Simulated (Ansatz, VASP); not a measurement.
## LaNb2N2 in VASP and in Ansatz

```
CELL_PARAMETERS angstrom
3.61312 0.00000 0.00000
-1.80656 3.12906 0.00000
0.00000 0.00000 6.77453
ATOMIC_POSITIONS crystal
La 0.00000 0.00000 0.00000
Nb 0.33333 0.66667 0.63090
Nb 0.66667 0.33333 0.36910
N 0.33333 0.66667 0.28900
N 0.66667 0.33333 0.71100
```

Change from the starting cell: species swapped into the SrCd2Sb2 type (P-3m1, No. 164).

Alike in both runs: functional PBE; k mesh 6 × 6 × 4; occupations gaussian, width 0.1 eV; no spin polarisation.

Ansatz relaxed the structure, and its values are those at the end. VASP's run is a single point on that final structure, the one shown.

|  | VASP | Ansatz |
| --- | --- | --- |
| version | VASP 6.6.1 | Ansatz 0.2.0 |
| potentials or method | VASP PAW PBE potentials, release 64 (La, Nb_sv, N), cutoff 520 eV | scalar-relativistic, plane waves, PAW |
| valence electrons in the cell | 47 | 47 |

Ansatz gave:

- gap on the k mesh at the Fermi level (eV): none
- pressure (GPa): -0.1
- rms of the force components (eV/Å): 0.007

Task: What did VASP give for the same quantities?

Result: gap on the k mesh at the Fermi level (eV): none; pressure (GPa): -0.3; rms of the force components (eV/Å): 0.005.

A gap of «none» marks a metal or a gap that the smearing closes. The functional is the same, so the differences come from potentials, cutoffs and numerics.

Spin-orbit coupling is off throughout.
